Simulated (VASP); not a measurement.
# InSb3 (Pm-3m) in VASP: single point with PBE+D3(BJ)

Aim: the single point of InSb3 with PBE+D3(BJ).

Program: VASP 6.6.1. These are calculated values, not measurements. Logs are shortened: lines on timing, memory, paths and dates and some standing lists are left out, and cuts for length are marked.

## Step 1: The cell of the first run

Symmetry: Pm-3m, No. 221, cubic system. Conventional cell: a = 4.733 Å, b = 4.733 Å, c = 4.733 Å, α = 90.00°, β = 90.00°, γ = 90.00°. In (site symmetry m-3m) has 12 Sb at 3.35 Å within 4.4 Å. Within 4.4 Å of Sb (site symmetry 4/mmm) lie 4 In at 3.35 Å and 8 Sb at 3.35 Å. Sb (site symmetry 4/mmm) has 4 In at 3.35 Å and 8 Sb at 3.35 Å within 4.4 Å.

## Step 2: Single point, PBE+D3(BJ)

File INCAR:

```
SYSTEM = InSb3
PREC = Accurate
ENCUT = 520
EDIFF = 1E-6
ISMEAR = 0
SIGMA = 0.15
LREAL = .False.
LASPH = .True.
NELM = 60
ALGO = Normal
ISIF = 2
LWAVE = .False.
LCHARG = .False.
GGA = PE
IVDW = 12
NBANDS = 38
```

File KPOINTS:

```
Automatic mesh
0
Gamma
  8 6 6
  0 0 0
```

File POSCAR:

```
InSb3
1.0
   -4.7334824492      0.0000000000      0.0000000000
    0.0000000000      4.7334824492      4.7334824492
    0.0000000000      4.7334824492     -4.7334824492
In Sb
2 6
Direct
    1.0000000000      0.0000000000      0.0000000000
    1.0000000000      0.5000000000      0.5000000000
    0.5000000000      0.7500000000      0.2500000000
    0.5000000000      0.2500000000      0.7500000000
    1.0000000000      0.5000000000      0.0000000000
    1.0000000000      0.0000000000      0.5000000000
    0.5000000000      0.7500000000      0.7500000000
    0.5000000000      0.2500000000      0.2500000000
```

Potentials or basis: VASP PAW PBE potentials, release 64 (In_d, Sb).

The run is started by

```sh
cat potpaw_PBE.64/In_d/POTCAR potpaw_PBE.64/Sb/POTCAR > POTCAR
mpirun -np 1 vasp_std > vasp.out
```

OUTCAR:

```text
SYSTEM = InSb3
   PREC = Accurate
   ENCUT = 520
   EDIFF = 1E-6
   ISMEAR = 0
   LREAL = .False.
   LASPH = .True.
   NELM = 60
   ISIF = 2
   GGA = PE
   IVDW = 12
 IVDW          = 12

 ion  position               nearest neighbor table
   1  0.000  0.000  0.000-   3 3.35   4 3.35   5 3.35   6 3.35   7 3.35   8 3.35   6 3.35   5 3.35
                             3 3.35   4 3.35   7 3.35   8 3.35
   2  0.000  0.500  0.500-   3 3.35   4 3.35   5 3.35   6 3.35   7 3.35   8 3.35   5 3.35   6 3.35
                             3 3.35   4 3.35   7 3.35   8 3.35
   3  0.500  0.750  0.250-   1 3.35   2 3.35   5 3.35   6 3.35   7 3.35   8 3.35   7 3.35   8 3.35
                             1 3.35   2 3.35   5 3.35   6 3.35
   4  0.500  0.250  0.750-   1 3.35   2 3.35   5 3.35   6 3.35   7 3.35   8 3.35   8 3.35   7 3.35
                             1 3.35   2 3.35   5 3.35   6 3.35
   5  0.000  0.500  0.000-   1 3.35   2 3.35   3 3.35   4 3.35   7 3.35   8 3.35   2 3.35   1 3.35
                             3 3.35   4 3.35   7 3.35   8 3.35
   6  0.000  0.000  0.500-   1 3.35   2 3.35   3 3.35   4 3.35   7 3.35   8 3.35   1 3.35   2 3.35
                             3 3.35   4 3.35   7 3.35   8 3.35
   7  0.500  0.750  0.750-   1 3.35   2 3.35   3 3.35   4 3.35   5 3.35   6 3.35   3 3.35   4 3.35
                             1 3.35   2 3.35   5 3.35   6 3.35
   8  0.500  0.250  0.250-   1 3.35   2 3.35   3 3.35   4 3.35   5 3.35   6 3.35   4 3.35   3 3.35
                             1 3.35   2 3.35   5 3.35   6 3.35

  LATTYP: Found a simple tetragonal cell.
 ALAT       =     6.6941550769
 C/A-ratio  =     0.7071067812

  Lattice vectors:

 A1 = (   0.0000000000,   4.7334824492,   4.7334824492)
 A2 = (   0.0000000000,   4.7334824492,  -4.7334824492)
 A3 = (  -4.7334824492,   0.0000000000,   0.0000000000)

Analysis of symmetry for initial positions (statically):
=====================================================================
 Subroutine PRICEL returns following result:

  LATTYP: Found a simple cubic cell.
 ALAT       =     4.7334824492

  Lattice vectors:

 A1 = (  -4.7334824492,   0.0000000000,   0.0000000000)
 A2 = (   0.0000000000,   0.0000000000,   4.7334824492)
 A3 = (   0.0000000000,   4.7334824492,   0.0000000000)

   2 primitive cells build up your supercell.

 Routine SETGRP: Setting up the symmetry group for a
 simple tetragonal supercell.

 Subroutine GETGRP returns: Found 16 space group operations
 (whereof 16 operations were pure point group operations)
 out of a pool of 16 trial point group operations.

[... 133 lines left out ...]
   NFREE  =      0    steps in history (QN), initial steepest desc. (CG)
   ISIF   =      2    stress and relaxation
   ISYM   =      2    0-nonsym 1-usesym 2-fastsym
   POTIM  = 0.5000    time-step for ionic-motion
   TEBEG  =    0.0;   TEEND  =   0.0 temperature during run
   PSTRESS=    0.0 pullay stress
   NELECT =      56.0000    total number of electrons
   NUPDOWN=      -1.0000    fix difference up-down
   EMIN   =  10.00;   EMAX   =-10.00  energy-range for DOS
   EFERMI =   0.00;   METHOD = LEGACY
   ISMEAR =     0;   SIGMA  =   0.15  broadening in eV -4-tet -1-fermi 0-gaus
   EFERMI_NEDOS =   21; number of points for ismear=-14 and -15
   IALGO  =     38    algorithm
   IMIX   =      4    mixing-type and parameters
     AMIX     =   0.40;   BMIX     =  1.00
     AMIX_MAG =   1.60;   BMIX_MAG =  1.00
  volume/ion in A,a.u.               =      26.51       178.93
  Fermi-wavevector in a.u.,A,eV,Ry     =   1.050219  1.984627 15.006695  1.102961
  Thomas-Fermi vector in A             =   2.185214
   LORBIT       =      0    0 simple, 1 ext, 2 COOP (PROOUT), +10 PAW based schemes
   GGA     = PE    functional components
   LHFCALC =     F    Hartree Fock is set to
   AEXX    =    0.0000 exact exchange contribution
   IVDW    =    12    specifies the selected vdW correction
   LEPSILON=     F    determine dielectric tensor
   LRPA    =     F    only Hartree local field effects (RPA)
 non-spin polarized calculation
 Gauss-broadening in eV      SIGMA  =   0.15
  energy-cutoff  :      520.00
  volume of cell :      212.12
 maximum number of plane-waves:      5752
 NGX is ok and might be reduce to    36
   NGX = 17   NGY = 25   NGZ = 25

 number of electron      56.0000017 magnetization

 Free energy of the ion-electron system (eV)
  ---------------------------------------------------
  ext. energy  EPLUGINS =         0.00000000
  ---------------------------------------------------
  free energy    TOTEN  =       -28.44060660 eV

  energy without entropy =      -28.40188305  energy(sigma->0) =      -28.42124482

 E-fermi :   8.3810     XC(G=0): -10.2670

 val. band max:        8.3415353928   @ k =   0.0000   0.1667   0.0000
 cond. band min:       8.3846091759   @ k =   0.1250   0.1667   0.1667
 fundamental gap:      0.0430737831
 Fermi energy:         8.3810445824

 k-point     1 :       0.0000    0.0000    0.0000
  band No.  band energies     occupation
      1      -6.2044      2.00000
      2      -6.1780      2.00000
      3      -6.1779      2.00000
      4      -6.1706      2.00000
      5      -6.1706      2.00000
      6      -6.1614      2.00000
[... 973 lines left out ...]
     37      11.7823      0.00000
     38      11.9811      0.00000

 [... further k-points ...]

------------------------ aborting loop because EDIFF is reached ----------------------------------------

 Edisp (eV)   -3.82259

 E8    (eV) :    -1.7939

  FORCE on cell =-STRESS in cart. coord.  units (eV):
  Direction    XX          YY          ZZ          XY          YZ          ZX
  --------------------------------------------------------------------------------------
  -------------------------------------------------------------------------------------
  Total      -0.27292    -0.19368    -0.19368     0.00000     0.00000     0.00000
  in kB      -2.06144    -1.46290    -1.46290     0.00000     0.00000     0.00000
  external pressure =       -1.66 kB  Pullay stress =        0.00 kB

 VOLUME and BASIS-vectors are now :
 -----------------------------------------------------------------------------
  energy-cutoff  :      520.00
  volume of cell :      212.12
      direct lattice vectors                 reciprocal lattice vectors
    -4.733482449  0.000000000  0.000000000    -0.211260950  0.000000000  0.000000000
     0.000000000  4.733482449  4.733482449     0.000000000  0.105630475  0.105630475
     0.000000000  4.733482449 -4.733482449     0.000000000  0.105630475 -0.105630475

 POSITION                                       TOTAL-FORCE (eV/Angst)
 -----------------------------------------------------------------------------------
      0.00000      0.00000      0.00000         0.000000      0.000000     -0.000000
      0.00000      4.73348      0.00000         0.000000     -0.000000      0.000000
     -2.36674      4.73348      2.36674        -0.000000     -0.000000     -0.000000
     -2.36674      4.73348     -2.36674        -0.000000      0.000000      0.000000
      0.00000      2.36674      2.36674        -0.000000     -0.000000     -0.000000
      0.00000      2.36674     -2.36674        -0.000000      0.000000      0.000000
     -2.36674      7.10022      0.00000        -0.000000      0.000000     -0.000000
     -2.36674      2.36674      0.00000        -0.000000     -0.000000      0.000000
 -----------------------------------------------------------------------------------
    total drift:                                0.000000      0.000000      0.000000

  FREE ENERGIE OF THE ION-ELECTRON SYSTEM (eV)
  ---------------------------------------------------
  free  energy   TOTEN  =       -32.2631951186 eV

  energy  without entropy=      -32.2244715733  energy(sigma->0) =      -32.24383335
```

OSZICAR:

```text
N       E                     dE             d eps       ncg     rms          rms(c)
DAV:   1     0.449552594070E+03    0.44955E+03   -0.21515E+04  3800   0.139E+03
DAV:   2     0.214036935993E+02   -0.42815E+03   -0.41659E+03  4082   0.345E+02
DAV:   3    -0.261267324351E+02   -0.47530E+02   -0.45712E+02  4708   0.126E+02
DAV:   4    -0.284042313585E+02   -0.22775E+01   -0.22410E+01  4464   0.270E+01
DAV:   5    -0.285142830684E+02   -0.11005E+00   -0.10997E+00  5668   0.654E+00    0.530E+00
DAV:   6    -0.284589749458E+02    0.55308E-01   -0.99979E-02  4908   0.333E+00    0.299E+00
DAV:   7    -0.284412297980E+02    0.17745E-01   -0.51833E-02  5244   0.185E+00    0.243E-01
DAV:   8    -0.284405730787E+02    0.65672E-03   -0.56684E-03  4622   0.786E-01    0.110E-01
DAV:   9    -0.284406198207E+02   -0.46742E-04   -0.44247E-04  4548   0.117E-01    0.374E-02
DAV:  10    -0.284406087357E+02    0.11085E-04   -0.26468E-05  5580   0.382E-02    0.115E-02
DAV:  11    -0.284406065008E+02    0.22348E-05   -0.13206E-06  2444   0.767E-03    0.380E-03
DAV:  12    -0.284406065970E+02   -0.96193E-07   -0.38670E-07  2344   0.643E-03
   1 F= -.32263195E+02 E0= -.32243833E+02  d E =-.387235E-01
```

It took 5 min on 1 thread of Intel Xeon Platinum 8259CL at 2.50GHz (Skylake/Cascade Lake), shared host; peak memory 0.5 GiB.

Results:

```yaml
Free_energy: -32.2632 eV
Pressure: -0.2 GPa
Band_gap_on_the_k_mesh: zero (bands 28 and 29 overlap by 1.98 eV)
Dispersion_energy_per_atom: -0.478 eV
```

Caveat: spin-orbit coupling is left out, which moves the levels of the heavy elements.

The gap in the log of VASP goes by the Fermi energy; the results here count the filled bands.